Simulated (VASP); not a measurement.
A run of VASP 6.6.1:

The input INCAR:

```
SYSTEM = Mg
  PREC = Accurate
  ENCUT = 520
  EDIFF = 1E-8
  ISMEAR = -1
  SIGMA = 0.08
  LREAL = .FALSE.
  LASPH = .TRUE.
  NELM = 80
  ALGO = Normal
  ISIF = 2
  LWAVE = .FALSE.
  LCHARG = .FALSE.
  GGA = PS
  LEFG = .TRUE.
  NBANDS = 9
```

KPOINTS

```
Automatic mesh
0
G
  12 12 7
  0 0 0
```

The input POSCAR:

```
Mg
1.0
    3.2092715325      0.0000000000      0.0000000000
   -1.6046357662      2.7793106748      0.0000000000
    0.0000000000      0.0000000000      5.0540201000
Mg
2
Direct
    0.3333333333      0.6666666667      0.2500000000
    0.6666666667      0.3333333333      0.7500000000
```

Potentials or basis: VASP PAW PBE potentials, release 64 (Mg).

Launch:

```console
$ cat potpaw_PBE.64/Mg/POTCAR > POTCAR
$ mpirun -np 1 vasp_std > vasp.out
```

Hardware: 1 thread of Intel(R) Xeon(R) Platinum 8559C (Emerald Rapids) (shared host).

Task: How long does it take, and how much memory?

Result: It took 11 s on 1 thread of Intel(R) Xeon(R) Platinum 8559C (Emerald Rapids), with other jobs on the host, peak memory 0.17 GiB. Counts: scf iterations 12, k points 76.
